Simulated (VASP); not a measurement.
Set up this calculation in VASP 6.6.1, as the native input.

```
Task                   : single point
Functional             : PBE
Potentials or basis    : VASP PAW PBE potentials, release 64 (Be, S)
Cutoff                 : 520 eV
k mesh                 : 10 × 10 × 10
Occupations            : fermi-dirac, width 0.02 eV
Spin                   : no spin polarisation
Dipole correction      : no
Further INCAR settings : ALGO = Normal; EDIFF = 1e-06; NBANDS = 11
```

The structure of BeS lies in POSCAR:

```
BeS
1.0
    0.0000000000      2.4099631680      2.4099631680
    2.4099631680      0.0000000000      2.4099631680
    2.4099631680      2.4099631680      0.0000000000
Be S
1 1
Direct
    0.0000000000      0.0000000000      0.0000000000
    0.2500000000      0.2500000000      0.2500000000
```

This cell differs from its parent crystal: strain -1.0%.

These files were run (other wordings do the same):

INCAR

```
PREC = Accurate
ENCUT = 520
EDIFF = 1E-6
ISMEAR = -1
SIGMA = 0.02
LREAL = False
LASPH = True
NELM = 80
ALGO = Normal
ISIF = 2
LWAVE = False
LCHARG = False
GGA = PE
NBANDS = 11
```

KPOINTS

```
Automatic mesh
0
Gamma
  10 10 10
```

Potentials or basis: VASP PAW PBE potentials, release 64 (Be, S).

Launch:

```sh
$ cat potpaw_PBE.64/Be/POTCAR potpaw_PBE.64/S/POTCAR > POTCAR
$ mpirun -np 1 vasp_std > vasp.out
```

It gave:

```
Pressure               : 3.5 GPa
Band gap on the k mesh : 3.07 eV, indirect (least direct gap 5.66 eV)
```

Caveat: the cell differs from its parent crystal (strain -1.0%).

It took 25 s on 1 thread of AMD EPYC 7R43 64-Core Processor (Zen 3), with other jobs on the host, peak memory 0.12 GiB.
